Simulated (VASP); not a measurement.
A run of VASP 6.6.1:

The input INCAR:

```
SYSTEM = MgS
  PREC = Accurate
  ENCUT = 520
  EDIFF = 1E-6
  ISMEAR = 0
  SIGMA = 0.01
  LREAL = .FALSE.
  LASPH = .TRUE.
  NELM = 60
  ALGO = Normal
  ISIF = 2
  LWAVE = .FALSE.
  LCHARG = .FALSE.
  GGA = PE
  NBANDS = 11
```

The input KPOINTS:

```
Automatic mesh
0
G
  8 8 8
  0 0 0
```

The input POSCAR:

```
MgS
1.0
    0.0000000000      2.5076982378      2.5076982378
    2.5076982378      0.0000000000      2.5076982378
    2.5076982378      2.5076982378      0.0000000000
Mg S
1 1
Direct
    0.0000000000      0.0000000000      0.0000000000
    0.5000000000      0.5000000000      0.5000000000
```

Potentials or basis: VASP PAW PBE potentials, release 64 (Mg, S).

Launch:

```bash
$ cat potpaw_PBE.64/Mg/POTCAR potpaw_PBE.64/S/POTCAR > POTCAR
$ mpirun -np 1 vasp_std > vasp.out
```

Hardware: 1 thread of AMD EPYC 9R45 96-Core Processor (Zen 5), on a shared host.

Task: Estimate the wall time of this run.

Result: Run time: 5 s on 1 thread of AMD EPYC 9R45 96-Core Processor (Zen 5), on a shared host, peak memory 0.13 GiB. Counts: scf iterations 12, k points 29.
